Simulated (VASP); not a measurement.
A run of VASP 6.6.1 is set up as follows.

The input INCAR:

```
SYSTEM = WSe2
PREC = Accurate ; ENCUT = 520
EDIFF = 1E-6 ; ISMEAR = 0
SIGMA = 0.02 ; LREAL = .False.
LASPH = .True. ; NELM = 80
ALGO = Normal ; ISIF = 2
LWAVE = .False. ; LCHARG = .True.
GGA = PS ; LELF = .True.
LVHAR = .True. ; NBANDS = 35
```

File KPOINTS:

```
Automatic mesh
0
Gamma
  12 12 2
  0 0 0
```

The input POSCAR:

```
WSe2
1.0
    3.2874513491      0.0000000000      0.0000000000
   -1.6437256745      2.8470163820      0.0000000000
    0.0000000000      0.0000000000     12.9592056837
W Se
2 4
Direct
    0.6666666690      0.3333333310      0.7500000000
    0.3333333310      0.6666666690      0.2500000000
    0.3333333356      0.6666666644      0.8778083039
    0.6666666644      0.3333333356      0.3778083039
    0.3333333356      0.6666666644      0.6221916961
    0.6666666644      0.3333333356      0.1221916961
```

Potentials or basis: VASP PAW PBE potentials, release 64 (W_sv, Se).

The run is started by

```sh
$ cat potpaw_PBE.64/W_sv/POTCAR potpaw_PBE.64/Se/POTCAR > POTCAR
$ mpirun -np 1 vasp_std > vasp.out
```

What does it give for the largest force?

0.252 eV/Å.

Estimate the band gap on the k mesh.

0.95 eV (least direct gap 1.49 eV).

Estimate the pressure.

0.9 GPa.

Forces on the atoms (eV/Å):
```
W    0.000  0.000  0.000
W    0.000  0.000  0.000
Se   0.000  0.000  0.252
Se   0.000  0.000  0.252
Se   0.000  0.000 -0.252
Se   0.000  0.000 -0.252
```

Caveat: the cell differs from its parent crystal (uniaxial strain along c: -2.0 %); the PAW data sets were made with another functional, which shifts forces and pressure a little; spin-orbit coupling is left out, which moves the levels of the heavy elements; this functional lacks dispersion, which binds the layers, so the pressure and a relaxed spacing across them are unreliable. A k mesh can miss the band edges.
